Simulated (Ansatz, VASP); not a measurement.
Nb: VASP beside Ansatz

POSCAR

```
Nb
1.0
    0.0000000000      2.1150000000      2.1150000000
    2.1150000000      0.0000000000      2.1150000000
    2.1150000000      2.1150000000      0.0000000000
Nb
1
Direct
    0.0000000000      0.0000000000      0.0000000000
```

The input INCAR.step1:

```
SYSTEM = Nb
PREC = Accurate
ENCUT = 520
ISMEAR = -1
SIGMA = 0.05
LREAL = .FALSE.
LASPH = .TRUE.
NELM = 100
NBANDS = 12
GGA = PE
ALGO = Normal
EDIFF = 1E-4
LWAVE = .TRUE.
LCHARG = .FALSE.
```

INCAR.step2

```
SYSTEM = Nb
PREC = Accurate
ENCUT = 520
EDIFF = 1E-6
ISMEAR = -1
SIGMA = 0.05
LREAL = .FALSE.
LASPH = .TRUE.
NELM = 100
ALGO = Normal
ISIF = 2
LWAVE = .FALSE.
LCHARG = .TRUE.
METAGGA = R2SCAN
LMIXTAU = .TRUE.
LELF = .TRUE.
LVHAR = .TRUE.
NBANDS = 12
ISTART = 1
```

Contents of KPOINTS:

```
Automatic mesh
0
G
  11 11 11
  0 0 0
```

input.yaml

```yaml
crystal:
  lattice:
    - [0.0, 2.115, 2.115]
    - [2.115, 0.0, 2.115]
    - [2.115, 2.115, 0.0]
  atoms:
    - { symbol: Nb, position: [0.0, 0.0, 0.0] }
hamiltonian:
  xc: r2scan
  pseudopotentials: { kind: paw }
kpoints:
  mp_grid: { grid: [11, 11, 11] }
  band_path:
    path:
      - [[0.0, 0.0, 0.0], [0.5, 0.0, 0.5], [0.5, 0.25, 0.75], [0.375, 0.375, 0.75], [0.0, 0.0, 0.0], [0.5, 0.5, 0.5], [0.625, 0.25, 0.625], [0.5, 0.25, 0.75], [0.5, 0.5, 0.5], [0.375, 0.375, 0.75]]
      - [[0.625, 0.25, 0.625], [0.5, 0.0, 0.5]]
    npoints: 14
scf:
  occupations: { method: fermi_dirac, width: 0.05 }
  n_extra_bands: 6
output:
  forces: true
  stress: true
  eigenvalues: true
  fatbands: true
```

Alike in both runs: functional r2SCAN; k mesh 11 × 11 × 11; occupations fermi-dirac, width 0.05 eV; no spin polarisation.

|  | VASP | Ansatz |
| --- | --- | --- |
| version | VASP 6.6.1 | Ansatz 0.2.0 |
| potentials or method | VASP PAW PBE potentials, release 64 (Nb_sv) | Ansatz PAW |
| plane-wave cutoff (eV) | 520 | 500 |
| valence electrons in the cell | 13 | 13 |
| task | single point | band structure |

|  | VASP | Ansatz | Ansatz less VASP |
| --- | --- | --- | --- |
| gap on the k mesh at the Fermi level (eV) | none | none | - |
| pressure (GPa) | -2.6 | -2.4 | +0.12 |

VASP's potentials were made for PBE, not for r2SCAN. A gap of «none» marks a metal or a gap that the smearing closes.
